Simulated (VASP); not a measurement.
A run of VASP 6.6.1 is set up as follows.

The input INCAR:

```
SYSTEM = TiO2
  PREC = Accurate
  ENCUT = 600
  EDIFF = 1E-7
  ISMEAR = 0
  SIGMA = 0.02
  LREAL = .FALSE.
  LASPH = .TRUE.
  NELM = 100
  ALGO = Normal
  ISIF = 3
  LWAVE = .FALSE.
  LCHARG = .FALSE.
  GGA = PS
  IBRION = 2
  NSW = 80
  EDIFFG = -0.01
```

KPOINTS

```
regular mesh
0
G
  12 12 6
  0 0 0
```

The input POSCAR:

```
TiO2
1.0
    2.9599003036      0.0000000000      0.0000000000
   -1.4799501518      2.5633488556      0.0000000000
    0.0000000000      0.0000000000      4.9908908639
Ti O
1 2
Direct
    0.0000000000      0.0000000000      0.0000000000
    0.6666666667      0.3333333333      0.8080500877
    0.3333333333      0.6666666667      0.1919499123
```

Potentials or basis: VASP PAW PBE potentials, release 64 (Ti_sv, O).

The run is started by

```console
$ cat potpaw_PBE.64/Ti_sv/POTCAR potpaw_PBE.64/O/POTCAR > POTCAR
$ mpirun -np 1 vasp_std > vasp.out
```

Task: What does it give for the band gap on the k mesh?

Result: 2.63 eV, indirect (least direct gap 2.91 eV).

Task: Predict the space group after relaxing (to 0.05 Å).

Result: P-3m1 (No. 164).

The path:
```tsv
step	energy change (eV)	largest force (eV/Å)	pressure (GPa)	volume (Å³)
1	0.0000	0.0863	0.58	37.87
2	0.0006	0.0975	-1.20	38.12
3	-0.0003	0.0180	-0.09	37.96
4	-0.0003	0.0087	-0.05	37.93
```

Caveat: the PAW data sets were made with another functional, which shifts forces and pressure a little. A k mesh can miss the band edges.
